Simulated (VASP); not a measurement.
Write the native input for VASP 6.6.1 that does the following.

| Quantity | Value |
| --- | --- |
| Task | single point |
| Functional | PBEsol |
| Potentials or basis | VASP PAW PBE potentials, release 64 (Fe) |
| Cutoff | 520 eV |
| k mesh | 13 × 13 × 13 |
| Occupations | fermi-dirac, width 0.05 eV |
| Spin | no spin polarisation |
| Dipole correction | no |
| Further INCAR settings | ALGO = Normal; EDIFF = 1e-06; NBANDS = 10 |

The structure of Fe lies in POSCAR:

```
Fe
1.0
   -1.4430000000      1.4430000000      1.4430000000
    1.4430000000     -1.4430000000      1.4430000000
    1.4430000000      1.4430000000     -1.4430000000
Fe
1
Direct
    0.0000000000      0.0000000000      0.0000000000
```

The input as run:

INCAR

```
ALGO = Normal
EDIFF = 1E-6
ENCUT = 520
GGA = PS
ISIF = 2
ISMEAR = -1
LASPH = T
LCHARG = T
LELF = T
LREAL = F
LVHAR = T
LWAVE = F
NBANDS = 10
NELM = 60
PREC = Accurate
SIGMA = 0.05
```

KPOINTS

```
k-points
0
Gamma
  13 13 13
```

Potentials or basis: VASP PAW PBE potentials, release 64 (Fe).

Launch:

```sh
$ cat potpaw_PBE.64/Fe/POTCAR > POTCAR
$ mpirun -np 1 vasp_std > vasp.out
```

Results of the run:

* Pressure: -34.8 GPa
* Band gap on the k mesh: zero (band 4 reaches 5.92 eV, above the bottom of band 5 at 4.28 eV)

Caveat: the PAW data sets were made with another functional, which shifts forces and pressure a little; the run has no spin polarisation, though such a crystal can be magnetic.

It took 25 s on 1 thread of AMD EPYC 7R13, on a shared host, peak memory 0.1 GiB.
